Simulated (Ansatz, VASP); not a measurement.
This is a calculation of AlN for VASP 6.6.1.

File POSCAR:

```
AlN
1.0
    0.0000000000      2.2127336128      2.2127336128
    2.2127336128      0.0000000000      2.2127336128
    2.2127336128      2.2127336128      0.0000000000
Al N
1 1
Direct
    0.0000000000      0.0000000000      0.0000000000
    0.2500000000      0.2500000000      0.2500000000
```

Contents of INCAR.step1:

```
PREC = Accurate ; ENCUT = 520
EDIFF = 1E-5 ; ISMEAR = -1
SIGMA = 0.05 ; LREAL = False
LASPH = True ; NELM = 60
ALGO = Normal ; ISIF = 2
LWAVE = True ; LCHARG = False
GGA = PE ; NBANDS = 11
```

Contents of INCAR.step2:

```
PREC = Accurate ; ENCUT = 520
EDIFF = 1E-6 ; ISMEAR = -1
SIGMA = 0.05 ; LREAL = False
LASPH = True ; NELM = 60
ALGO = Normal ; ISIF = 2
LWAVE = False ; LCHARG = False
GGA = PE ; LHFCALC = True
AEXX = 1.0 ; ALDAC = 0.0
AGGAC = 0.0 ; PRECFOCK = Normal
ISTART = 1 ; NBANDS = 11
```

File KPOINTS:

```
Automatic mesh
0
Gamma
  5 5 5
```

Potentials or basis: VASP PAW PBE potentials, release 64 (Al, N).

Run with:

```sh
$ cat potpaw_PBE.64/Al/POTCAR potpaw_PBE.64/N/POTCAR > POTCAR
$ cp INCAR.step1 INCAR
$ mpirun -np 1 vasp_std > vasp.out
$ cp INCAR.step2 INCAR
$ mpirun -np 1 vasp_std > vasp.out
```

**Question.** Set up the same calculation for Ansatz 0.2.0. Potentials there: Ansatz PAW.

**Answer.** As run (the cutoff follows the program's own potentials):

The input input.yaml:

```yaml
crystal:
  lattice:
    - [0.0, 2.2127336128, 2.2127336128]
    - [2.2127336128, 0.0, 2.2127336128]
    - [2.2127336128, 2.2127336128, 0.0]
  atoms:
    - { symbol: Al, position: [0.0, 0.0, 0.0] }
    - { symbol: "N", position: [0.25, 0.25, 0.25] }
hamiltonian:
  xc: hf
  pseudopotentials: { kind: paw }
kpoints:
  mp_grid: { grid: [5, 5, 5] }
scf:
  occupations: { method: fermi_dirac, width: 0.05 }
output:
  forces: true
  stress: true
  eigenvalues: true
```

Potentials or basis: Ansatz PAW.

Command:

```bash
$ ansatz run input.yaml --threads 2 --pin off --max-ram 5632MiB --backend cpu --events-out ev --progress --plain --runs-dir out
```

Both were run:

|  | VASP | Ansatz | Ansatz less VASP |
| --- | --- | --- | --- |
| gap on the k mesh at the Fermi level (eV) | 11.89 | 12.63 | +0.743 |
| least direct gap on the mesh (eV) | 11.89 | 13.07 | +1.180 |
| pressure (GPa) | -9.7 | -9.4 | +0.25 |

VASP's potentials were made for PBE, not for HF. One of these differences is far larger than is usual between the two programs; its cause wasn't traced.

The k mesh is coarse, so the values compare programs but aren't converged. Noted on Ansatz's run: odd divisions of the mesh miss points on the zone boundary, where band edges often lie, so the gap on the mesh can be too wide.
